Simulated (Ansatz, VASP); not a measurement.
# One calculation of InAs, two programs

```
CELL_PARAMETERS angstrom
4.30449 0.00000 0.00000
0.00000 10.54380 0.00000
0.00000 0.00000 24.94079
ATOMIC_POSITIONS crystal
In 0.50000 0.60040 0.34394
In 0.00000 0.32647 0.34199
In 0.50000 0.03897 0.39333
In 0.00000 0.67598 0.45878
In 0.50000 0.34458 0.49477
In 0.00000 0.00643 0.54795
In 0.50000 0.68902 0.61326
In 0.00000 0.31826 0.62480
In 0.50000 0.95522 0.68334
As 0.50000 0.41053 0.28590
As 0.00000 0.07897 0.33617
As 0.50000 0.77818 0.41177
As 0.00000 0.42660 0.44345
As 0.50000 0.09319 0.49854
As 0.00000 0.75693 0.55752
As 0.50000 0.43688 0.59613
As 0.00000 0.08249 0.65285
As 0.50000 0.73089 0.71551
```

Alike in both runs: functional PBEsol; k mesh 8 × 4 × 1; occupations gaussian, width 0.1 eV; no spin polarisation.

Ansatz relaxed the structure, and its values are those at the end. VASP's run is a single point on that final structure, the one shown.

|  | VASP | Ansatz |
| --- | --- | --- |
| version | VASP 6.6.1 | Ansatz 0.2.0 |
| potentials or method | VASP PAW PBE potentials, release 64 (In_d, As), cutoff 520 eV | scalar-relativistic, plane waves, PAW |
| valence electrons in the cell | 162 | 252 |

Ansatz gave:

```
gap on the k mesh at the Fermi level (eV) : none
rms of the force components (eV/Å)        : 0.003
```

**Question.** Estimate VASP's values.

**Answer.** gap on the k mesh at the Fermi level (eV): none; rms of the force components (eV/Å): 0.009.

VASP's potentials were made for PBE, not for PBEsol. A gap of «none» marks a metal or a gap that the smearing closes. VASP's potentials hold 162 valence electrons a cell and Ansatz's 252, so a difference there can come from the potentials and not from the codes. Ansatz's warnings: xc potential rough in thin density.
